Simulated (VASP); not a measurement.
Set up this calculation in VASP 6.6.1, as the native input.

```
Task                   : single point
Functional             : r2SCAN
Potentials or basis    : VASP PAW PBE potentials, release 64 (Zn, S)
Cutoff                 : 520 eV
k mesh                 : 8 × 8 × 8
Occupations            : gaussian, width 0.05 eV
Spin                   : no spin polarisation
Dipole correction      : no
Further INCAR settings : ALGO = Normal; EDIFF = 1e-07; NBANDS = 16
```

Crystal: ZnS.

```
CELL_PARAMETERS angstrom
0.00000 2.65410 2.77535
2.65410 0.00000 2.77535
2.65410 2.65410 0.00000
ATOMIC_POSITIONS crystal
Zn 0.00000 0.00000 0.00000
S 0.75000 0.75000 0.75000
```

This cell differs from its parent crystal: strain -0.015 along x and y, +0.030 along z.

The input as run:

POSCAR

```
ZnS
1.0
    0.0000000000      2.6540954973      2.7753485911
    2.6540954973      0.0000000000      2.7753485911
    2.6540954973      2.6540954973      0.0000000000
Zn S
1 1
Direct
    0.0000000000      0.0000000000      0.0000000000
    0.7500000000      0.7500000000      0.7500000000
```

INCAR.step1

```
SYSTEM = ZnS
ALGO = Normal
EDIFF = 1E-4
ENCUT = 520
GGA = PE
ISMEAR = 0
LASPH = .TRUE.
LCHARG = .FALSE.
LREAL = .FALSE.
LWAVE = .TRUE.
NBANDS = 16
NELM = 80
PREC = Accurate
SIGMA = 0.05
```

INCAR.step2

```
SYSTEM = ZnS
ALGO = Normal
EDIFF = 1E-7
ENCUT = 520
ISIF = 2
ISMEAR = 0
ISTART = 1
LASPH = .TRUE.
LCHARG = .FALSE.
LMIXTAU = .TRUE.
LREAL = .FALSE.
LWAVE = .FALSE.
METAGGA = R2SCAN
NBANDS = 16
NELM = 80
PREC = Accurate
SIGMA = 0.05
```

KPOINTS

```
k-points
0
G
  8 8 8
  0 0 0
```

Potentials or basis: VASP PAW PBE potentials, release 64 (Zn, S).

Launch:

```sh
$ cat potpaw_PBE.64/Zn/POTCAR potpaw_PBE.64/S/POTCAR > POTCAR
$ cp INCAR.step1 INCAR
$ mpirun -np 1 vasp_std > vasp.out
$ cp INCAR.step2 INCAR
$ mpirun -np 1 vasp_std > vasp.out
```

It gave:

```yaml
Pressure: 0.1 GPa
Band_gap_on_the_k_mesh: 2.65 eV
```

Caveat: the cell differs from its parent crystal (strain -0.015 along x and y, +0.030 along z); the PAW data sets were made with another functional, which shifts forces and pressure a little.

Wall time 91 s on 1 thread of Intel(R) Xeon(R) 6975P-C (Granite Rapids), with other jobs on the host, peak memory 0.18 GiB.
